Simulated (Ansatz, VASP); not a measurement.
As: VASP beside Ansatz

File INCAR:

```
PREC = Accurate
ENCUT = 520
EDIFF = 1E-6
ISMEAR = 0
SIGMA = 0.1
LREAL = F
LASPH = T
NELM = 100
ALGO = Normal
ISIF = 2
LWAVE = F
LCHARG = F
GGA = PE
IVDW = 12
NBANDS = 12
```

The input KPOINTS:

```
regular mesh
0
Gamma
  6 6 6
```

Contents of POSCAR:

```
As
1.0
    1.8797500000      1.0852741700      3.4857666700
   -1.8797500000      1.0852741700      3.4857666700
    0.0000000000     -2.1705483400      3.4857666700
As
2
Direct
    0.2275400000      0.2275400000      0.2275400000
    0.7724600000      0.7724600000      0.7724600000
```

Input for Ansatz:

```yaml
crystal:
  lattice:
    - [1.87975, 1.08527417, 3.48576667]
    - [-1.87975, 1.08527417, 3.48576667]
    - [0.0, -2.17054834, 3.48576667]
  atoms:
    - { symbol: As, position: [0.22754, 0.22754, 0.22754] }
    - { symbol: As, position: [0.77246, 0.77246, 0.77246] }
basis:
  ecutwfc: 420
kpoints:
  mp_grid: { grid: [6, 6, 6] }
hamiltonian:
  xc: pbe
  dispersion: d3bj
  pseudopotentials: { kind: paw, azcp: { folder: soft_1 } }
scf:
  occupations: { method: gaussian, width: 0.1 }
output:
  forces: true
  stress: true
  eigenvalues: true
```

Alike in both runs: task single point; functional PBE; dispersion D3(BJ); k mesh 6 × 6 × 6; occupations gaussian, width 0.1 eV; no spin polarisation.

|  | VASP | Ansatz |
| --- | --- | --- |
| version | VASP 6.6.1 | Ansatz 0.2.0 |
| potentials or method | VASP PAW PBE potentials, release 64 (As), cutoff 520 eV | scalar-relativistic, plane waves, PAW |
| valence electrons in the cell | 10 | 30 |

Ansatz gave:

| Property | Result |
| --- | --- |
| gap on the k mesh at the Fermi level (eV) | none |
| pressure (GPa) | 0.2 |
| traceless stress, the component that is largest in VASP (GPa) | -1.09 |
| rms of the force components (eV/Å) | 0.064 |

Q: Which values does VASP return?

A: gap on the k mesh at the Fermi level (eV): none; pressure (GPa): 0.5; traceless stress, the component that is largest in VASP (GPa): -1.15; rms of the force components (eV/Å): 0.093.

Atom by atom the forces differ by 0.030 eV/Å (rms over components). A gap of «none» marks a metal or a gap that the smearing closes. VASP's potentials hold 10 valence electrons a cell and Ansatz's 30, so a difference there can come from the potentials and not from the codes.
